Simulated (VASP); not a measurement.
Crystal: Hf.

```
Hf
1.0
     3.19670    0.00000    0.00000
    -1.59835    2.76842    0.00000
     0.00000    0.00000    5.05780
Hf
2
Direct
  0.33333 0.66667 0.25000
  0.66667 0.33333 0.75000
```

```yaml
Program: VASP 6.6.1
Task: relaxation of volume and atoms at fixed shape
Functional: LDA
Potentials_or_basis: VASP PAW LDA potentials, release 64 (Hf_pv)
Cutoff: 600 eV
k_mesh: 16 × 16 × 9
Occupations: gaussian, width 0.1 eV
Spin: no spin polarisation
```

At the start: pressure -7.7 GPa; volume 22.38 Å³/atom.

Problem. Where does the relaxation end?

Solution. Over 4 steps the energy falls by 39.2 meV/atom and the volume is 20.83 Å³/atom (-6.9 %); space group P6_3/mmc (No. 194, to 0.1 Å) before and after.

The path:
| step | energy change (eV) | largest force (eV/Å) | pressure (GPa) | volume (Å³) |
| --- | --- | --- | --- | --- |
| 1 | 0.0000 | 0.0000 | -7.69 | 44.76 |
| 2 | 0.0497 | 0.0000 | 12.51 | 38.15 |
| 3 | -0.0783 | 0.0000 | -0.18 | 41.72 |
| 4 | -0.0783 | 0.0000 | -0.01 | 41.66 |

Final structure:
```xyz
2
Lattice="3.1212 0.0000 0.0000 -1.5606 2.7030 0.0000 0.0000 0.0000 4.9383" Properties=species:S:1:pos:R:3 pbc="T T T"
Hf    0.0000    1.8020    1.2346
Hf    1.5606    0.9010    3.7038
```
